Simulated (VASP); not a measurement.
Ir, 2 atoms in the cell. It takes space group P6_3/mmc (No. 194, hexagonal). Conventional cell: a = 2.705 Å, b = 2.705 Å, c = 4.386 Å, α = 90.00°, β = 90.00°, γ = 120.00°. Ir (site symmetry -6m2) has 12 Ir at 2.69 to 2.71 Å within 3.6 Å. This isn't the form of Ir at room conditions, which is fcc.

```yaml
Program: VASP 6.6.1
Task: single point
Functional: LDA
Potentials_or_basis: VASP PAW LDA potentials, release 64 (Ir)
Cutoff: 520 eV
k_mesh: 21 × 21 × 12
Occupations: gaussian, width 0.15 eV
Spin: collinear spin
Starting_moments: "[0.1, 0.1] μB"
Fixed_moment: 0.2 μB
Dipole_correction: no
Further_INCAR_settings: ALGO = Fast; EDIFF = 1e-07; NBANDS = 20
```

Potentials or basis: VASP PAW LDA potentials, release 64 (Ir).

Launch:

```sh
$ cat potpaw_LDA.64/Ir/POTCAR > POTCAR
$ mpirun -np 1 vasp_std > vasp.out
```

Hardware: 1 thread of Intel(R) Xeon(R) Platinum 8259CL CPU @ 2.50GHz (Skylake/Cascade Lake), on a shared host.

**Question.** How long does it take, and how much memory?

**Answer.** Wall time 6.4 min on 1 thread of Intel(R) Xeon(R) Platinum 8259CL CPU @ 2.50GHz (Skylake/Cascade Lake), on a shared host, peak memory 0.34 GiB. Counts: scf iterations 15, k points 336.
